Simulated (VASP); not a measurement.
# Si3N4 in VASP: single point with PBE

Aim: the single point of Si3N4 with PBE.

All numbers are computed with VASP 6.6.1; they aren't measurements. Logs are shortened: lines on timing, memory, paths and dates and some standing lists are left out, and cuts for length are marked.

### 1 The cell of the first run

The typed cell holds 14 atoms: a = 7.595 Å, b = 7.595 Å, c = 2.902 Å, α = 90.00°, β = 90.00°, γ = 120.00°.

### 2 Single point, PBE

Input file INCAR:

```
SYSTEM = Si3N4
PREC = Accurate
ENCUT = 520
EDIFF = 1E-6
ISMEAR = -1
SIGMA = 0.02
LREAL = .False.
LASPH = .True.
NELM = 60
ALGO = Normal
ISIF = 2
LWAVE = .False.
LCHARG = .True.
GGA = PE
LELF = .True.
LVHAR = .True.
NBANDS = 45
```

Input file KPOINTS:

```
Automatic mesh
0
Gamma
  4 4 10
  0 0 0
```

Input file POSCAR:

```
Si3N4
1.0
    7.5950000000      0.0000000000      0.0000000000
   -3.7975000000      6.5774629417      0.0000000000
    0.0000000000      0.0000000000      2.9023000000
Si N
6 8
Direct
    0.7673199105      0.1735618873      0.3256358181
    0.5937580233      0.7673199105      0.8256358181
    0.8264381127      0.5937580233      0.3256358181
    0.2326800895      0.8264381127      0.8256358181
    0.4062419767      0.2326800895      0.3256358181
    0.1735618873      0.4062419767      0.8256358181
    0.0293608823      0.3297475823      0.3256531517
    0.6996133000      0.0293608823      0.8256531517
    0.6702524177      0.6996133000      0.3256531517
    0.9706391177      0.6702524177      0.8256531517
    0.3003867000      0.9706391177      0.3256531517
    0.3297475823      0.3003867000      0.8256531517
    0.3333333333      0.6666666667     -0.1744669093
    0.6666666667      0.3333333333      0.3255330907
```

Potentials or basis: VASP PAW PBE potentials, release 64 (Si, N).

On the command line:

```sh
$ cat potpaw_PBE.64/Si/POTCAR potpaw_PBE.64/N/POTCAR > POTCAR
$ mpirun -np 1 vasp_std > vasp.out
```

OUTCAR:

```text
SYSTEM = Si3N4
   PREC = Accurate
   ENCUT = 520
   EDIFF = 1E-6
   ISMEAR = -1
   LREAL = .False.
   LASPH = .True.
   NELM = 60
   ISIF = 2
   GGA = PE

 ion  position               nearest neighbor table
   1  0.767  0.174  0.326-  14 1.73   8 1.73   8 1.73   7 1.73   3 2.99   5 2.99   6 3.05   6 3.05
                             2 3.05   2 3.05
   2  0.594  0.767  0.826-  13 1.73   9 1.73   9 1.73   8 1.73   6 2.99   4 2.99   3 3.05   3 3.05
                             1 3.05   1 3.05
   3  0.826  0.594  0.326-  14 1.73  10 1.73  10 1.73   9 1.73   1 2.99   5 2.99   2 3.05   2 3.05
                             4 3.05   4 3.05
   4  0.233  0.826  0.826-  13 1.73  11 1.73  11 1.73  10 1.73   6 2.99   2 2.99   3 3.05   3 3.05
                             5 3.05   5 3.05
   5  0.406  0.233  0.326-  14 1.73  12 1.73  12 1.73  11 1.73   3 2.99   1 2.99   6 3.05   6 3.05
                             4 3.05   4 3.05
   6  0.174  0.406  0.826-  13 1.73   7 1.73   7 1.73  12 1.73   4 2.99   2 2.99   5 3.05   5 3.05
                             1 3.05   1 3.05
   7  0.029  0.330  0.326-   6 1.73   6 1.73   1 1.73
   8  0.700  0.029  0.826-   1 1.73   1 1.73   2 1.73
   9  0.670  0.700  0.326-   2 1.73   2 1.73   3 1.73
  10  0.971  0.670  0.826-   3 1.73   3 1.73   4 1.73
  11  0.300  0.971  0.326-   4 1.73   4 1.73   5 1.73
  12  0.330  0.300  0.826-   5 1.73   5 1.73   6 1.73
  13  0.333  0.667  0.826-   4 1.73   6 1.73   2 1.73
  14  0.667  0.333  0.326-   1 1.73   3 1.73   5 1.73

  LATTYP: Found a hexagonal cell.
 ALAT       =     7.5950000000
 C/A-ratio  =     0.3821329822

  Lattice vectors:

 A1 = (   7.5950000000,   0.0000000000,   0.0000000000)
 A2 = (  -3.7975000000,   6.5774629417,   0.0000000000)
 A3 = (   0.0000000000,   0.0000000000,   2.9023000000)

Analysis of symmetry for initial positions (statically):
=====================================================================
 Subroutine PRICEL returns:
 Original cell was already a primitive cell.

 Routine SETGRP: Setting up the symmetry group for a
 hexagonal supercell.

 Subroutine GETGRP returns: Found  6 space group operations
 (whereof  3 operations were pure point group operations)
 out of a pool of 24 trial point group operations.

The static configuration has the point symmetry C_3 .
 The point group associated with its full space group is C_6 .

Analysis of symmetry for dynamics (positions and initial velocities):
=====================================================================
 Subroutine PRICEL returns:
 Original cell was already a primitive cell.

 Routine SETGRP: Setting up the symmetry group for a
 hexagonal supercell.

 Subroutine GETGRP returns: Found  6 space group operations
 (whereof  3 operations were pure point group operations)
 out of a pool of 24 trial point group operations.

The dynamic configuration has the point symmetry C_3 .
 The point group associated with its full space group is C_6 .

 Subroutine INISYM returns: Found  6 space group operations
 (whereof  3 operations are pure point group operations),
 and found     1 'primitive' translations

----------------------------------------------------------------------------------------

                                     Primitive cell

  volume of cell :     144.9868

  direct lattice vectors                    reciprocal lattice vectors
     7.595000000  0.000000000  0.000000000     0.131665569  0.076017152  0.000000000
    -3.797500000  6.577462942  0.000000000     0.000000000  0.152034304  0.000000000
     0.000000000  0.000000000  2.902300000     0.000000000  0.000000000  0.344554319

  length of vectors
     7.595000000  7.595000000  2.902300000     0.152034304  0.152034304  0.344554319

  position of ions in fractional coordinates (direct lattice)
     0.767319910  0.173561887  0.325635818
     0.593758023  0.767319910  0.825635818
     0.826438113  0.593758023  0.325635818
     0.232680090  0.826438113  0.825635818
     0.406241977  0.232680090  0.325635818
     0.173561887  0.406241977  0.825635818
     0.029360882  0.329747582  0.325653152
     0.699613300  0.029360882  0.825653152
     0.670252418  0.699613300  0.325653152
     0.970639118  0.670252418  0.825653152
[... 31 lines left out ...]

  Cartesian coordinates                     Fractional coordinates (reciprocal lattice)
     0.032916392  0.019004288  0.000000000     0.250000000 -0.000000000  0.000000000
     0.000000000  0.038008576  0.000000000     0.000000000  0.250000000  0.000000000
     0.000000000  0.000000000  0.034455432     0.000000000  0.000000000  0.100000000

  Length of vectors
     0.038008576  0.038008576  0.034455432

  Shift w.r.t. Gamma in fractional coordinates (k-lattice)
     0.000000000  0.000000000  0.000000000

 Subroutine IBZKPT returns following result:
 ===========================================

 Found     24 irreducible k-points:

 Following reciprocal coordinates:
            Coordinates               Weight
  0.000000  0.000000  0.000000      1.000000
  0.250000 -0.000000  0.000000      6.000000
  0.500000 -0.000000  0.000000      3.000000
  0.250000  0.250000  0.000000      6.000000
  0.000000  0.000000  0.100000      2.000000
  0.250000 -0.000000  0.100000     12.000000
[... 16 lines left out ...]
  0.500000 -0.000000  0.500000      3.000000
  0.250000  0.250000  0.500000      6.000000
   k-points           NKPTS =     24   k-points in BZ     NKDIM =     24   number of bands    NBANDS=     45
   number of dos      NEDOS =    301   number of ions     NIONS =     14
   total plane-waves  NPLWV =  75264
   dimension x,y,z NGX =    56 NGY =   56 NGZ =   24
   dimension x,y,z NGXF=   112 NGYF=  112 NGZF=   48
   ions per type =               6   8
   NGX,Y,Z   is equivalent  to a cutoff of  12.26, 12.26, 13.75 a.u.
   NGXF,Y,Z  is equivalent  to a cutoff of  24.52, 24.52, 27.49 a.u.
 SYSTEM =  Si3N4
   PREC   = accura    normal or accurate (medium, high low for compatibility)
   ISTART =      0    job   : 0-new  1-cont  2-samecut
   ICHARG =      2    charge: 1-file 2-atom 10-const
   ISPIN  =      1    spin polarized calculation?
   LNONCOLLINEAR =      F non collinear calculations
   LSORBIT =      F    spin-orbit coupling
   LASPH  =      T    aspherical Exc in radial PAW
   ENCUT  =  520.0 eV  38.22 Ry    6.18 a.u.  14.12 14.12  5.40*2*pi/ulx,y,z
   NELM   =     60;   NELMIN=  2; NELMDL= -5     # of ELM steps
   EDIFF  = 0.1E-05   stopping-criterion for ELM
   LREAL  =      F    real-space projection
   EDIFFG = 0.1E-04   stopping-criterion for IOM
   NSW    =      0    number of steps for IOM
   IBRION =     -1    ionic relax: 0-MD 1-quasi-New 2-CG
   NFREE  =      0    steps in history (QN), initial steepest desc. (CG)
   ISIF   =      2    stress and relaxation
   ISYM   =      2    0-nonsym 1-usesym 2-fastsym
   POTIM  = 0.5000    time-step for ionic-motion
   TEBEG  =    0.0;   TEEND  =   0.0 temperature during run
   PSTRESS=    0.0 pullay stress
   NELECT =      64.0000    total number of electrons
   NUPDOWN=      -1.0000    fix difference up-down
   EMIN   =  10.00;   EMAX   =-10.00  energy-range for DOS
   EFERMI =   0.00;   METHOD = LEGACY
   ISMEAR =    -1;   SIGMA  =   0.02  broadening in eV -4-tet -1-fermi 0-gaus
   EFERMI_NEDOS =   21; number of points for ismear=-14 and -15
   IALGO  =     38    algorithm
   IMIX   =      4    mixing-type and parameters
     AMIX     =   0.40;   BMIX     =  1.00
     AMIX_MAG =   1.60;   BMIX_MAG =  1.00
  volume/ion in A,a.u.               =      10.36        69.89
  Fermi-wavevector in a.u.,A,eV,Ry     =   1.246499  2.355542 21.140191  1.553760
  Thomas-Fermi vector in A             =   2.380674
   LORBIT       =      0    0 simple, 1 ext, 2 COOP (PROOUT), +10 PAW based schemes
   GGA     = PE    functional components
   LHFCALC =     F    Hartree Fock is set to
   AEXX    =    0.0000 exact exchange contribution
   IVDW    =     0    specifies the selected vdW correction
   LEPSILON=     F    determine dielectric tensor
   LRPA    =     F    only Hartree local field effects (RPA)
 non-spin polarized calculation
  energy-cutoff  :      520.00
  volume of cell :      144.99
 maximum number of plane-waves:      3965
   NGX = 29   NGY = 29   NGZ = 11

 number of electron      64.0000003 magnetization

 Free energy of the ion-electron system (eV)
  ---------------------------------------------------
  ext. energy  EPLUGINS =         0.00000000
  ---------------------------------------------------
  free energy    TOTEN  =      -114.47229882 eV

  energy without entropy =     -114.47229882  energy(sigma->0) =     -114.47229882

 E-fermi :   7.2751     XC(G=0): -10.8263

 val. band max:        6.8074882266   @ k =   0.0000   0.0000   0.2000
 cond. band min:      11.1538529880   @ k =   0.0000   0.0000   0.0000
 fundamental gap:      4.3463647614
 Fermi energy:         7.2751040551

 k-point     1 :       0.0000    0.0000    0.0000
  band No.  band energies     occupation
      1     -11.4429      2.00000
      2      -9.9691      2.00000
      3      -9.9691      2.00000
      4      -9.3295      2.00000
      5      -9.2016      2.00000
      6      -9.2016      2.00000
[... 1117 lines left out ...]
     43      14.4570      0.00000
     44      14.4570      0.00000
 [bands above 44 left out]

------------------------ aborting loop because EDIFF is reached ----------------------------------------

  FORCE on cell =-STRESS in cart. coord.  units (eV):
  Direction    XX          YY          ZZ          XY          YZ          ZX
  --------------------------------------------------------------------------------------
  -------------------------------------------------------------------------------------
  Total        5.5708569      5.5708569      5.5774937     -0.0000000      0.0000000      0.0000000
  in kB       61.5607778     61.5607778     61.6341169     -0.0000004      0.0000000      0.0000000
  external PRESSURE =      61.5852242 kB  Pullay stress =       0.0000000 kB

 VOLUME and BASIS-vectors are now :
 -----------------------------------------------------------------------------
  energy-cutoff  :      520.00
  volume of cell :      144.99
      direct lattice vectors                 reciprocal lattice vectors
     7.595000000  0.000000000  0.000000000     0.131665569  0.076017152  0.000000000
    -3.797500000  6.577462942  0.000000000     0.000000000  0.152034304  0.000000000
     0.000000000  0.000000000  2.902300000     0.000000000  0.000000000  0.344554319

 POSITION                                       TOTAL-FORCE (eV/Angst)
 -----------------------------------------------------------------------------------
      5.16869      1.14160      0.94509         0.009392     -0.006394      0.000795
      1.59569      5.04702      2.39624         0.010234      0.004937      0.000795
      4.02200      3.90542      0.94509         0.000842      0.011331      0.000795
     -1.37119      5.43587      2.39624        -0.009392      0.006394      0.000795
      2.20181      1.53044      0.94509        -0.010234     -0.004937      0.000795
     -0.22450      2.67204      2.39624        -0.000842     -0.011331      0.000795
     -1.02922      2.16890      0.94514         0.005295     -0.007291     -0.001380
      5.20207      0.19312      2.39629         0.008962      0.000940     -0.001380
      2.43379      4.60168      0.94514         0.003667      0.008231     -0.001380
      4.82672      4.40856      2.39629        -0.005295      0.007291     -0.001380
     -1.40457      6.38434      0.94514        -0.008962     -0.000940     -0.001380
      1.36371      1.97578      2.39629        -0.003667     -0.008231     -0.001380
     -0.00000      4.38498      2.39594         0.000000      0.000000      0.001753
      3.79750      2.19249      0.94479         0.000000      0.000000      0.001753
 -----------------------------------------------------------------------------------
    total drift:                                0.000000     -0.000000     -0.000672

  FREE ENERGIE OF THE ION-ELECTRON SYSTEM (eV)
  ---------------------------------------------------
  free  energy   TOTEN  =      -114.4722988187 eV

  energy  without entropy=     -114.4722988187  energy(sigma->0) =     -114.47229882
```

It took 2.3 min on 1 thread of Intel Xeon Platinum 8488C (Sapphire Rapids), shared host; peak memory 0.31 GiB.

What came out:

- Free energy: -114.4723 eV
- Pressure: 6.2 GPa
- Largest force: 0.011 eV/Å
- Band gap on the k mesh: 4.35 eV (least direct gap 4.54 eV)

Forces in eV/Å, atoms in the order of the input:
```
Si   0.009 -0.006  0.001
Si   0.010  0.005  0.001
Si   0.001  0.011  0.001
Si  -0.009  0.006  0.001
Si  -0.010 -0.005  0.001
Si  -0.001 -0.011  0.001
N    0.005 -0.007 -0.001
N    0.009  0.001 -0.001
N    0.004  0.008 -0.001
N   -0.005  0.007 -0.001
N   -0.009 -0.001 -0.001
N   -0.004 -0.008 -0.001
N    0.000  0.000  0.002
N    0.000  0.000  0.002
```

Levels at points of the mesh, in eV from the valence-band top:
```tsv
k point	band 28	band 29	band 30	band 31	band 32	band 33	band 34	band 35	band 36	band 37
(0.00, 0.00, 0.00)	-1.29	-1.29	-0.46	-0.38	-0.19	4.35	4.80	4.94	4.94	5.27
(0.50, 0.00, 0.00)	-1.68	-1.36	-0.77	-0.33	-0.25	4.66	4.75	4.90	5.32	5.84
(0.00, 0.00, 0.50)	-1.62	-1.62	-1.62	-1.36	-1.36	4.74	4.74	4.74	4.74	7.34
(0.50, 0.00, 0.50)	-1.89	-1.50	-1.50	-1.06	-1.06	4.82	4.82	5.89	5.89	6.24
```

Caveat: the cell stands under pressure. A k mesh can miss the band edges.
